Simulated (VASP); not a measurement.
# BeS (lda) (F-43m) in VASP: a series of runs, part 2 of 2

VASP 6.6.1. The steps go on from the part before.

## 4. Single point, LDA

This run uses another cell than the first one, of 13.79 Å³/atom, 0.955 times its volume.

The input, INCAR:

```
PREC = Accurate
ENCUT = 600
EDIFF = 1E-6
ISMEAR = 0
SIGMA = 0.01
LREAL = F
LASPH = T
NELM = 120
ALGO = Normal
ISIF = 2
LWAVE = F
LCHARG = T
GGA = CA
LELF = T
LVHAR = T
NBANDS = 11
GGA_COMPAT = F
```

The input, KPOINTS:

```
regular mesh
0
Gamma
  8 8 8
```

The input, POSCAR:

```
BeS
1.0
    0.0000000000      2.3980497692      2.3980497692
    2.3980497692      0.0000000000      2.3980497692
    2.3980497692      2.3980497692      0.0000000000
Be S
1 1
Direct
    0.0000000000      0.0000000000      0.0000000000
    0.2500000000      0.2500000000      0.2500000000
```

Potentials or basis: VASP PAW LDA potentials, release 64 (Be, S).

Command:

```bash
$ cat potpaw_LDA.64/Be/POTCAR potpaw_LDA.64/S/POTCAR > POTCAR
$ mpirun -np 1 vasp_std > vasp.out
```

OUTCAR:

```text
PREC = Accurate
   ENCUT = 600
   EDIFF = 1E-6
   ISMEAR = 0
   LREAL = F
   LASPH = T
   NELM = 120
   ISIF = 2
   GGA = CA

 ion  position               nearest neighbor table
   1  0.000  0.000  0.000-   2 2.08   2 2.08   2 2.08   2 2.08
   2  0.250  0.250  0.250-   1 2.08   1 2.08   1 2.08   1 2.08

  LATTYP: Found a face centered cubic cell.
 ALAT       =     4.7960995384

  Lattice vectors:

 A1 = (   0.0000000000,   2.3980497692,   2.3980497692)
[... 522 lines left out ...]
------------------------ aborting loop because EDIFF is reached ----------------------------------------

  FORCE on cell =-STRESS in cart. coord.  units (eV):
  Direction    XX          YY          ZZ          XY          YZ          ZX
  --------------------------------------------------------------------------------------
  -------------------------------------------------------------------------------------
  Total        0.0140349      0.0140349      0.0140349      0.0000000      0.0000000     -0.0000000
  in kB        0.8152971      0.8152971      0.8152971      0.0000000      0.0000000     -0.0000000
  external PRESSURE =       0.8152971 kB  Pullay stress =       0.0000000 kB

 VOLUME and BASIS-vectors are now :
 -----------------------------------------------------------------------------
  energy-cutoff  :      600.00
  volume of cell :       27.58
      direct lattice vectors                 reciprocal lattice vectors
     0.000000000  2.398049769  2.398049769    -0.208502762  0.208502762  0.208502762
     2.398049769  0.000000000  2.398049769     0.208502762 -0.208502762  0.208502762
     2.398049769  2.398049769  0.000000000     0.208502762  0.208502762 -0.208502762

 POSITION                                       TOTAL-FORCE (eV/Angst)
 -----------------------------------------------------------------------------------
      0.00000      0.00000      0.00000        -0.000000     -0.000000     -0.000000
      1.19902      1.19902      1.19902         0.000000      0.000000      0.000000
 -----------------------------------------------------------------------------------
    total drift:                                0.000000      0.000000      0.000000

  FREE ENERGIE OF THE ION-ELECTRON SYSTEM (eV)
  ---------------------------------------------------
  free  energy   TOTEN  =       -11.1426062496 eV

  energy  without entropy=      -11.1426062496  energy(sigma->0) =      -11.14260625
```

stdout:

```text
POSCAR found type information on POSCAR BeS
 POSCAR found :  2 types and       2 ions
 scaLAPACK will be used
 LDA part: xc-table for (Slater(with rela. corr.)+CA(PZ))
 , standard interpolation
 POSCAR, INCAR and KPOINTS ok, starting setup
 FFT: planning ... GRIDC
 FFT: planning ... GRID_SOFT
 FFT: planning ... GRID
 WAVECAR not read
 entering main loop
```

Run time: 9.8 s. Hardware: 1 thread of Intel Xeon Platinum 8488C (Sapphire Rapids), shared host; peak memory 0.13 GiB.

Results:

| Item | Value |
| --- | --- |
| Free energy | -11.1426 eV |
| Pressure | 0.1 GPa |
| Band gap on the k mesh | 2.83 eV, indirect (least direct gap 5.53 eV) |

Levels at points of the mesh, in eV from the valence-band top:
| k point | band 1 | band 2 | band 3 | band 4 | band 5 | band 6 | band 7 | band 8 | band 9 |
| --- | --- | --- | --- | --- | --- | --- | --- | --- | --- |
| (0.00, 0.00, 0.00) | -13.88 | 0.00 | 0.00 | 0.00 | 5.53 | 5.53 | 5.53 | 5.96 | 12.88 |
| (0.50, 0.00, 0.00) | -12.16 | -6.06 | -1.09 | -1.09 | 5.48 | 6.43 | 6.43 | 11.07 | 15.05 |
| (0.50, 0.50, 0.00) | -11.58 | -5.21 | -2.79 | -2.79 | 2.83 | 4.77 | 12.88 | 12.88 | 15.75 |

A k mesh can miss the band edges. LDA gaps usually lie below the measured ones, often by a third to a half.

## 5. Single point, LDA

This run uses another cell than the first one, of 13.79 Å³/atom, 0.955 times its volume.

Changes to INCAR since step 4:

```diff
@@ -11,6 +11,3 @@
 LWAVE = F
-LCHARG = T
-GGA = CA
-LELF = T
-LVHAR = T
+LCHARG = F
 NBANDS = 11
```

KPOINTS is that of step 4.

POSCAR is that of step 4.

Potentials or basis: VASP PAW LDA potentials, release 64 (Be, S).

Command:

```bash
$ cat potpaw_LDA.64/Be/POTCAR potpaw_LDA.64/S/POTCAR > POTCAR
$ mpirun -np 1 vasp_std > vasp.out
```

OUTCAR:

```text
PREC = Accurate
   ENCUT = 600
   EDIFF = 1E-6
   ISMEAR = 0
   LREAL = F
   LASPH = T
   NELM = 120
   ISIF = 2

 ion  position               nearest neighbor table
   1  0.000  0.000  0.000-   2 2.08   2 2.08   2 2.08   2 2.08
   2  0.250  0.250  0.250-   1 2.08   1 2.08   1 2.08   1 2.08

  LATTYP: Found a face centered cubic cell.
 ALAT       =     4.7960995384

  Lattice vectors:

 A1 = (   0.0000000000,   2.3980497692,   2.3980497692)
 A2 = (   2.3980497692,   0.0000000000,   2.3980497692)
 A3 = (   2.3980497692,   2.3980497692,   0.0000000000)

Analysis of symmetry for initial positions (statically):
=====================================================================
 Subroutine PRICEL returns:
 Original cell was already a primitive cell.

 Routine SETGRP: Setting up the symmetry group for a
 face centered cubic supercell.

 Subroutine GETGRP returns: Found 24 space group operations
 (whereof 24 operations were pure point group operations)
 out of a pool of 48 trial point group operations.

The static configuration has the point symmetry T_d .

Analysis of symmetry for dynamics (positions and initial velocities):
[... 163 lines left out ...]
 fundamental gap:      2.8308767781
 Fermi energy:         4.5103987841

 k-point     1 :       0.0000    0.0000    0.0000
  band No.  band energies     occupation
      1      -9.5024      2.00000
      2       4.3823      2.00000
      3       4.3823      2.00000
      4       4.3823      2.00000
      5       9.9102      0.00000
      6       9.9102      0.00000
      7       9.9102      0.00000
      8      10.3445      0.00000
      9      17.2625      0.00000
     10      17.2625      0.00000
     11      19.2512      0.00000
[... 309 lines left out ...]
 k-point    24 :      -0.3750    0.2500    0.1250
  band No.  band energies     occupation
      1      -7.4822      2.00000
      2      -1.1244      2.00000
      3       1.4757      2.00000
      4       2.4262      2.00000
      5      10.2977      0.00000
      6      10.9364      0.00000
      7      13.5713      0.00000
      8      14.9108      0.00000
      9      15.7886      0.00000
     10      19.8151      0.00000
     11      20.4342      0.00000

 [... further k-points ...]
[... 5 lines left out ...]
  --------------------------------------------------------------------------------------
  -------------------------------------------------------------------------------------
  Total        0.0140349      0.0140349      0.0140349      0.0000000      0.0000000     -0.0000000
  in kB        0.8152971      0.8152971      0.8152971      0.0000000      0.0000000     -0.0000000
  external PRESSURE =       0.8152971 kB  Pullay stress =       0.0000000 kB

 VOLUME and BASIS-vectors are now :
 -----------------------------------------------------------------------------
  energy-cutoff  :      600.00
  volume of cell :       27.58
      direct lattice vectors                 reciprocal lattice vectors
     0.000000000  2.398049769  2.398049769    -0.208502762  0.208502762  0.208502762
     2.398049769  0.000000000  2.398049769     0.208502762 -0.208502762  0.208502762
     2.398049769  2.398049769  0.000000000     0.208502762  0.208502762 -0.208502762

 POSITION                                       TOTAL-FORCE (eV/Angst)
 -----------------------------------------------------------------------------------
      0.00000      0.00000      0.00000        -0.000000     -0.000000     -0.000000
      1.19902      1.19902      1.19902         0.000000      0.000000      0.000000
 -----------------------------------------------------------------------------------
    total drift:                                0.000000      0.000000      0.000000

  FREE ENERGIE OF THE ION-ELECTRON SYSTEM (eV)
  ---------------------------------------------------
  free  energy   TOTEN  =       -11.1426062496 eV

  energy  without entropy=      -11.1426062496  energy(sigma->0) =      -11.14260625
```

Run time: 7.2 s. Hardware: 1 thread of Intel Xeon Platinum 8488C (Sapphire Rapids), shared host; peak memory 0.13 GiB.

What came out:

```
Free energy            : -11.1426 eV
Pressure               : 0.1 GPa
Band gap on the k mesh : 2.83 eV, indirect (least direct gap 5.53 eV)
```

Levels at points of the mesh, in eV from the valence-band top:
```
           k point  band 1  band 2  band 3  band 4  band 5  band 6  band 7  band 8
(0.00, 0.00, 0.00)  -13.88    0.00    0.00    0.00    5.53    5.53    5.53    5.96
(0.50, 0.00, 0.00)  -12.16   -6.06   -1.09   -1.09    5.48    6.43    6.43   11.07
(0.50, 0.50, 0.00)  -11.58   -5.21   -2.79   -2.79    2.83    4.77   12.88   12.88
```

A k mesh can miss the band edges. As with any semilocal functional, this LDA gap is likely too small.

## 6. Relaxation of cell and atoms, LDA

The input, INCAR:

```
SYSTEM = BeS
PREC     = Accurate       ! precision mode
ENCUT    = 600            ! plane-wave cutoff, eV
EDIFF    = 1E-7           ! SCF threshold, eV
ISMEAR   = 0              ! smearing method
SIGMA    = 0.02           ! smearing width, eV
LREAL    = .FALSE.        ! projectors in reciprocal space
LASPH    = .TRUE.         ! aspherical terms in the spheres
NELM     = 120            ! most SCF steps
ALGO     = Normal         ! electronic algorithm
ISIF     = 3              ! what is computed and relaxed
LWAVE    = .FALSE.        ! write WAVECAR
LCHARG   = .FALSE.        ! write CHGCAR
GGA      = CA             ! functional
IBRION   = 2              ! ionic algorithm
NSW      = 100            ! ionic steps
EDIFFG   = -0.002         ! ionic threshold
GGA_COMPAT= .FALSE.      
NELMIN   = 4
```

The input, KPOINTS:

```
Automatic mesh
0
G
  8 8 8
  0 0 0
```

The input, POSCAR:

```
BeS
1.0
    0.0000000000      2.4350000000      2.4350000000
    2.4350000000      0.0000000000      2.4350000000
    2.4350000000      2.4350000000      0.0000000000
Be S
1 1
Direct
    0.0000000000      0.0000000000      0.0000000000
    0.2500000000      0.2500000000      0.2500000000
```

Potentials or basis: VASP PAW LDA potentials, release 64 (Be, S).

Command:

```bash
$ cat potpaw_LDA.64/Be/POTCAR potpaw_LDA.64/S/POTCAR > POTCAR
$ mpirun -np 1 vasp_std > vasp.out
```

Wall time 12 s (1 thread of Intel Xeon Platinum 8488C (Sapphire Rapids), shared host); peak memory 0.13 GiB.

Results (log left out):

| Property | Result |
| --- | --- |
| Free energy | -11.1427 eV |
| Relaxed volume | 13.80 Å³/atom |
| Relaxed cell | a = 3.392 Å, b = 3.392 Å, c = 3.392 Å, α = 60.00°, β = 60.00°, γ = 60.00° |
| Space group after relaxing (to 0.05 Å) | F-43m (No. 216) |
| Energy gained by relaxing | 8.7 meV/atom |
| Ionic steps | 3 |
| Pressure after relaxing | 0.0 GPa |
| Band gap on the k mesh | 2.83 eV, indirect (least direct gap 5.53 eV) |

Step by step:
```tsv
step	energy change (eV)	largest force (eV/Å)	pressure (GPa)	volume (Å³)
1	0.0000	0.0000	-4.22	28.88
2	-0.0164	0.0000	1.09	27.31
3	-0.0174	0.0000	0.00	27.60
```

Final structure:
```xyz
2
Lattice="0.0000 2.3986 2.3986 2.3986 0.0000 2.3986 2.3986 2.3986 0.0000" Properties=species:S:1:pos:R:3 pbc="T T T"
Be    0.0000    0.0000    0.0000
S     1.1993    1.1993    1.1993
```

Levels at points of the mesh, in eV from the valence-band top:
```tsv
k point	band 1	band 2	band 3	band 4	band 5	band 6	band 7	band 8
(0.00, 0.00, 0.00)	-13.88	0.00	0.00	0.00	5.53	5.53	5.53	5.96
(0.50, 0.00, 0.00)	-12.16	-6.06	-1.09	-1.09	5.48	6.43	6.43	11.07
(0.50, 0.50, 0.00)	-11.58	-5.21	-2.79	-2.79	2.83	4.77	12.88	12.88
```

## 7. The runs side by side

| task | cell | k mesh | smearing | gap on the mesh (eV) | pressure (GPa) |
| --- | --- | --- | --- | --- | --- |
| single point | a = 3.444 Å, angles 60.0°, 2 atoms | 6 × 6 × 6 | gaussian 0.1 eV | 2.93 | -4.2 |
| single point | a = 3.391 Å, angles 60.0°, 2 atoms | 8 × 8 × 8 | gaussian 0.02 eV | 2.83 | 0.1 |
| single point | a = 3.391 Å, angles 60.0°, 2 atoms | 8 × 8 × 8 | gaussian 0.01 eV | 2.83 | 0.1 |
| relaxation of cell and atoms | relaxed from a = 3.444 Å, angles 60.0°, 2 atoms | 8 × 8 × 8 | gaussian 0.02 eV | 2.83 | 0.0 |

Alike in all rows: level LDA; potentials or basis VASP PAW LDA potentials, release 64 (Be, S); no spin polarisation; cutoff (eV) 600.

Total energies depend on the potentials used, so only differences within one code and one set of settings carry meaning.
